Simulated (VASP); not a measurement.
# GaN (P6_3/mmc) in VASP: settings compared, part 2 of 2

VASP 6.6.1.

## 4. Single point, PBE

This run uses another cell than the first one, of 11.68 Å³/atom.

INCAR

```
  ALGO = Normal
  EDIFF = 1E-6
  ENCUT = 520
  GGA = PE
  ISIF = 2
  ISMEAR = -1
  LASPH = True
  LCHARG = False
  LREAL = False
  LWAVE = False
  NBANDS = 26
  NELM = 80
  PREC = Accurate
  SIGMA = 0.02
```

KPOINTS

```
k-points
0
Gamma
  12 12 6
```

POSCAR

```
GaN
1.0
    3.3251632008      0.0000000000      0.0000000000
   -1.6625816004      2.8796758036      0.0000000000
    0.0000000000      0.0000000000      4.8805743234
Ga N
2 2
Direct
    0.3333333333      0.6666666667      0.2500000000
    0.6666666667      0.3333333333      0.7500000000
    0.6666666667      0.3333333333      0.2500000000
    0.3333333333      0.6666666667      0.7500000000
```

Potentials or basis: VASP PAW PBE potentials, release 64 (Ga_d, N).

Command:

```console
> cat potpaw_PBE.64/Ga_d/POTCAR potpaw_PBE.64/N/POTCAR > POTCAR
> mpirun -np 1 vasp_std > vasp.out
```

OUTCAR:

```text
EDIFF = 1E-6
   ENCUT = 520
   GGA = PE
   ISIF = 2
   ISMEAR = -1
   LASPH = True
   LREAL = False
   NELM = 80
   PREC = Accurate

 ion  position               nearest neighbor table
   1  0.333  0.667  0.250-   3 1.92   3 1.92   3 1.92
   2  0.667  0.333  0.750-   4 1.92   4 1.92   4 1.92
   3  0.667  0.333  0.250-   1 1.92   1 1.92   1 1.92
   4  0.333  0.667  0.750-   2 1.92   2 1.92   2 1.92

  LATTYP: Found a hexagonal cell.
 ALAT       =     3.3251632008
 C/A-ratio  =     1.4677698593

  Lattice vectors:

 A1 = (   3.3251632008,   0.0000000000,   0.0000000000)
 A2 = (  -1.6625816004,   2.8796758036,   0.0000000000)
 A3 = (   0.0000000000,   0.0000000000,   4.8805743234)

Analysis of symmetry for initial positions (statically):
=====================================================================
 Subroutine PRICEL returns:
 Original cell was already a primitive cell.

 Routine SETGRP: Setting up the symmetry group for a
 hexagonal supercell.

 Subroutine GETGRP returns: Found 24 space group operations
 (whereof 12 operations were pure point group operations)
 out of a pool of 24 trial point group operations.

The static configuration has the point symmetry D_3d.
 The point group associated with its full space group is D_6h.

Analysis of symmetry for dynamics (positions and initial velocities):
=====================================================================
 Subroutine PRICEL returns:
 Original cell was already a primitive cell.

 Routine SETGRP: Setting up the symmetry group for a
 hexagonal supercell.

 Subroutine GETGRP returns: Found 24 space group operations
 (whereof 12 operations were pure point group operations)
 out of a pool of 24 trial point group operations.

The dynamic configuration has the point symmetry D_3d.
 The point group associated with its full space group is D_6h.

 Subroutine INISYM returns: Found 24 space group operations
 (whereof 12 operations are pure point group operations),
 and found     1 'primitive' translations

----------------------------------------------------------------------------------------

                                     Primitive cell

  volume of cell :      46.7334

  direct lattice vectors                    reciprocal lattice vectors
     3.325163201  0.000000000  0.000000000     0.300737119  0.173630656  0.000000000
    -1.662581600  2.879675804  0.000000000     0.000000000  0.347261313  0.000000000
     0.000000000  0.000000000  4.880574323     0.000000000  0.000000000  0.204893919

  length of vectors
     3.325163201  3.325163201  4.880574323     0.347261313  0.347261313  0.204893919

  position of ions in fractional coordinates (direct lattice)
     0.333333333  0.666666667  0.250000000
     0.666666667  0.333333333  0.750000000
     0.666666667  0.333333333  0.250000000
     0.333333333  0.666666667  0.750000000

  ion indices of the primitive-cell ions
   primitive index   ion index
                 1           1
                 2           2
                 3           3
                 4           4

----------------------------------------------------------------------------------------

 KPOINTS: k-points

Automatic generation of k-mesh.
 Grid dimensions read from file:
 generate k-points for:   12   12    6

 Generating k-lattice:

  Cartesian coordinates                     Fractional coordinates (reciprocal lattice)
     0.025061427  0.014469221  0.000000000     0.083333333  0.000000000  0.000000000
     0.000000000  0.028938443  0.000000000     0.000000000  0.083333333  0.000000000
     0.000000000  0.000000000  0.034148986     0.000000000  0.000000000  0.166666667

  Length of vectors
     0.028938443  0.028938443  0.034148986

  Shift w.r.t. Gamma in fractional coordinates (k-lattice)
     0.000000000  0.000000000  0.000000000

 Subroutine IBZKPT returns following result:
 ===========================================

 Found     76 irreducible k-points:

 Following reciprocal coordinates:
            Coordinates               Weight
  0.000000  0.000000  0.000000      1.000000
  0.083333  0.000000  0.000000      6.000000
  0.166667 -0.000000  0.000000      6.000000
  0.250000  0.000000  0.000000      6.000000
  0.333333  0.000000  0.000000      6.000000
  0.416667  0.000000  0.000000      6.000000
[... 16 lines left out ...]
  0.250000  0.000000  0.166667     12.000000
  0.333333  0.000000  0.166667     12.000000
 [... further k-points ...]
   k-points           NKPTS =     76   k-points in BZ     NKDIM =     76   number of bands    NBANDS=     26
   number of dos      NEDOS =    301   number of ions     NIONS =      4
   total plane-waves  NPLWV =  28224
   dimension x,y,z NGX =    28 NGY =   28 NGZ =   36
   dimension x,y,z NGXF=    56 NGYF=   56 NGZF=   72
   ions per type =               2   2
   NGX,Y,Z   is equivalent  to a cutoff of  14.00, 14.00, 12.26 a.u.
   NGXF,Y,Z  is equivalent  to a cutoff of  28.00, 28.00, 24.53 a.u.
 SYSTEM =  unknown system
   PREC   = accura    normal or accurate (medium, high low for compatibility)
   ISTART =      0    job   : 0-new  1-cont  2-samecut
   ICHARG =      2    charge: 1-file 2-atom 10-const
   ISPIN  =      1    spin polarized calculation?
   LNONCOLLINEAR =      F non collinear calculations
   LSORBIT =      F    spin-orbit coupling
   LASPH  =      T    aspherical Exc in radial PAW
   ENCUT  =  520.0 eV  38.22 Ry    6.18 a.u.   6.18  6.18  9.07*2*pi/ulx,y,z
   NELM   =     80;   NELMIN=  2; NELMDL= -5     # of ELM steps
   EDIFF  = 0.1E-05   stopping-criterion for ELM
   LREAL  =      F    real-space projection
   EDIFFG = 0.1E-04   stopping-criterion for IOM
   NSW    =      0    number of steps for IOM
   IBRION =     -1    ionic relax: 0-MD 1-quasi-New 2-CG
   NFREE  =      0    steps in history (QN), initial steepest desc. (CG)
   ISIF   =      2    stress and relaxation
   ISYM   =      2    0-nonsym 1-usesym 2-fastsym
   POTIM  = 0.5000    time-step for ionic-motion
   TEBEG  =    0.0;   TEEND  =   0.0 temperature during run
   PSTRESS=    0.0 pullay stress
   NELECT =      36.0000    total number of electrons
   NUPDOWN=      -1.0000    fix difference up-down
   EMIN   =  10.00;   EMAX   =-10.00  energy-range for DOS
   EFERMI =   0.00;   METHOD = LEGACY
   ISMEAR =    -1;   SIGMA  =   0.02  broadening in eV -4-tet -1-fermi 0-gaus
   EFERMI_NEDOS =   21; number of points for ismear=-14 and -15
   IALGO  =     38    algorithm
   IMIX   =      4    mixing-type and parameters
     AMIX     =   0.40;   BMIX     =  1.00
     AMIX_MAG =   1.60;   BMIX_MAG =  1.00
  volume/ion in A,a.u.               =      11.68        78.84
  Fermi-wavevector in a.u.,A,eV,Ry     =   1.500721  2.835951 30.642527  2.252162
  Thomas-Fermi vector in A             =   2.612184
   LORBIT       =      0    0 simple, 1 ext, 2 COOP (PROOUT), +10 PAW based schemes
   GGA     = PE    functional components
   LHFCALC =     F    Hartree Fock is set to
   AEXX    =    0.0000 exact exchange contribution
   IVDW    =     0    specifies the selected vdW correction
   LEPSILON=     F    determine dielectric tensor
   LRPA    =     F    only Hartree local field effects (RPA)
 non-spin polarized calculation
  energy-cutoff  :      520.00
  volume of cell :       46.73
 maximum number of plane-waves:      1272
 NGX is ok and might be reduce to    28
   NGX = 13   NGY = 13   NGZ = 19

 number of electron      36.0000012 magnetization

 Free energy of the ion-electron system (eV)
  ---------------------------------------------------
  ext. energy  EPLUGINS =         0.00000000
  ---------------------------------------------------
  free energy    TOTEN  =       -23.39051937 eV

  energy without entropy =      -23.39051937  energy(sigma->0) =      -23.39051937

 E-fermi :   6.1406     XC(G=0): -11.5776

 val. band max:        5.7185556882   @ k =   0.0000   0.0000   0.0000
 cond. band min:       6.8746268319   @ k =   0.0000   0.0000   0.0000
 fundamental gap:      1.1560711437
 Fermi energy:         6.1405999287

 k-point     1 :       0.0000    0.0000    0.0000
  band No.  band energies     occupation
      1     -10.7453      2.00000
      2      -9.9799      2.00000
      3      -8.4864      2.00000
      4      -8.4864      2.00000
      5      -8.4787      2.00000
      6      -8.4787      2.00000
[... 18 lines left out ...]
     25      15.8096      0.00000
     26      17.5219      0.00000
[... 644 lines left out ...]
      4      -8.3984      2.00000
      5      -8.3653      2.00000
      6      -8.3522      2.00000
[... 18 lines left out ...]
     25      17.2351      0.00000
     26      17.7754      0.00000

 [... further k-points ...]
[... 5 lines left out ...]
  --------------------------------------------------------------------------------------
  -------------------------------------------------------------------------------------
  Total        0.0093625      0.0093625      0.0627273      0.0000000      0.0000000      0.0000000
  in kB        0.3209766      0.3209766      2.1505020      0.0000000      0.0000000      0.0000000
  external PRESSURE =       0.9308184 kB  Pullay stress =       0.0000000 kB

 VOLUME and BASIS-vectors are now :
 -----------------------------------------------------------------------------
  energy-cutoff  :      520.00
  volume of cell :       46.73
      direct lattice vectors                 reciprocal lattice vectors
     3.325163201  0.000000000  0.000000000     0.300737119  0.173630656  0.000000000
    -1.662581600  2.879675804  0.000000000     0.000000000  0.347261313  0.000000000
     0.000000000  0.000000000  4.880574323     0.000000000  0.000000000  0.204893919

 POSITION                                       TOTAL-FORCE (eV/Angst)
 -----------------------------------------------------------------------------------
     -0.00000      1.91978      1.22014         0.000000      0.000000     -0.000000
      1.66258      0.95989      3.66043        -0.000000      0.000000      0.000000
      1.66258      0.95989      1.22014         0.000000     -0.000000      0.000000
     -0.00000      1.91978      3.66043         0.000000      0.000000      0.000000
 -----------------------------------------------------------------------------------
    total drift:                                0.000000     -0.000000     -0.000000

  FREE ENERGIE OF THE ION-ELECTRON SYSTEM (eV)
  ---------------------------------------------------
  free  energy   TOTEN  =       -23.3905193677 eV

  energy  without entropy=      -23.3905193677  energy(sigma->0) =      -23.39051937
```

OSZICAR:

```text
N       E                     dE             d eps       ncg     rms          rms(c)
DAV:   1     0.270979271216E+03    0.27098E+03   -0.17883E+04  4414   0.253E+03
DAV:   2     0.717421918352E+01   -0.26381E+03   -0.24892E+03  4328   0.480E+02
DAV:   3    -0.263360976099E+02   -0.33510E+02   -0.33011E+02  4696   0.139E+02
DAV:   4    -0.274976777361E+02   -0.11616E+01   -0.11560E+01  4706   0.277E+01
DAV:   5    -0.275222077026E+02   -0.24530E-01   -0.24500E-01  4716   0.382E+00    0.110E+01
DAV:   6    -0.233345309335E+02    0.41877E+01   -0.11045E+01  6498   0.503E+01    0.306E+00
DAV:   7    -0.234147669008E+02   -0.80236E-01   -0.13305E+00  4202   0.889E+00    0.267E+00
DAV:   8    -0.234038553618E+02    0.10912E-01   -0.16103E-01  6308   0.481E+00    0.856E-01
DAV:   9    -0.233899043161E+02    0.13951E-01   -0.43335E-02  6088   0.340E+00    0.373E-01
DAV:  10    -0.233905144950E+02   -0.61018E-03   -0.61035E-03  4150   0.485E-01    0.115E-01
DAV:  11    -0.233905214022E+02   -0.69072E-05   -0.13845E-04  6692   0.211E-01    0.593E-02
DAV:  12    -0.233905177657E+02    0.36365E-05   -0.43251E-05  4366   0.543E-02    0.239E-02
DAV:  13    -0.233905188415E+02   -0.10758E-05   -0.16329E-05  4320   0.417E-02    0.194E-02
DAV:  14    -0.233905193677E+02   -0.52619E-06   -0.34520E-06  3938   0.130E-02
   1 F= -.23390519E+02 E0= -.23390519E+02  d E =-.115905E-11
```

stdout:

```text
POSCAR found type information on POSCAR GaN
 POSCAR found :  2 types and       4 ions
 scaLAPACK will be used
 LDA part: xc-table for (Slater+PW92), standard interpolation
 POSCAR, INCAR and KPOINTS ok, starting setup
 FFT: planning ... GRIDC
 FFT: planning ... GRID_SOFT
 FFT: planning ... GRID
 WAVECAR not read
 entering main loop
```

Wall time 1.8 min (1 thread of Intel Xeon Platinum 8375C at 2.90GHz (Ice Lake), shared host); peak memory 0.22 GiB.

Results:

| Item | Value |
| --- | --- |
| Free energy | -23.3905 eV |
| Pressure | 0.1 GPa |
| Band gap on the k mesh | 1.16 eV |

Levels at points of the mesh, in eV from the valence-band top:
```tsv
k point	band 15	band 16	band 17	band 18	band 19	band 20	band 21	band 22
(0.00, 0.00, 0.00)	-2.03	-0.98	-0.98	0.00	1.16	1.89	8.24	8.24
(0.50, 0.00, 0.00)	-3.86	-3.77	-2.21	-1.80	3.26	4.69	6.37	7.84
(0.00, 0.00, 0.50)	-1.50	-1.50	-1.50	-1.50	3.23	3.23	7.58	7.58
(0.50, 0.00, 0.50)	-3.08	-3.08	-1.19	-1.19	4.10	4.10	5.97	5.97
```

## 5. Summary

| level | potentials or basis | cell | smearing | gap on the mesh (eV) | pressure (GPa) |
| --- | --- | --- | --- | --- | --- |
| LDA | VASP PAW LDA potentials, release 64 (Ga_d, N) | a = 3.300, b = 3.300, c = 4.756 Å, angles 90.0, 90.0, 120.0°, 4 atoms | gaussian 0.01 eV | 1.46 | -4.3 |
| PBEsol | VASP PAW PBE potentials, release 64 (Ga_d, N) | a = 3.307, b = 3.307, c = 4.723 Å, angles 90.0, 90.0, 120.0°, 4 atoms | fermi-dirac 0.02 eV | 1.42 | 0.0 |
| PBE | VASP PAW PBE potentials, release 64 (Ga_d, N) | a = 3.325, b = 3.325, c = 4.881 Å, angles 90.0, 90.0, 120.0°, 4 atoms | fermi-dirac 0.02 eV | 1.16 | 0.1 |

Alike in all rows: task single point; no spin polarisation; k mesh 12 × 12 × 6; cutoff (eV) 520.

Caveats: the cell stands under tension (at least some runs); the PAW data sets were made with another functional, which shifts forces and pressure a little (at least some runs).

Total energies depend on the potentials used, so only differences within one code and one set of settings carry meaning.
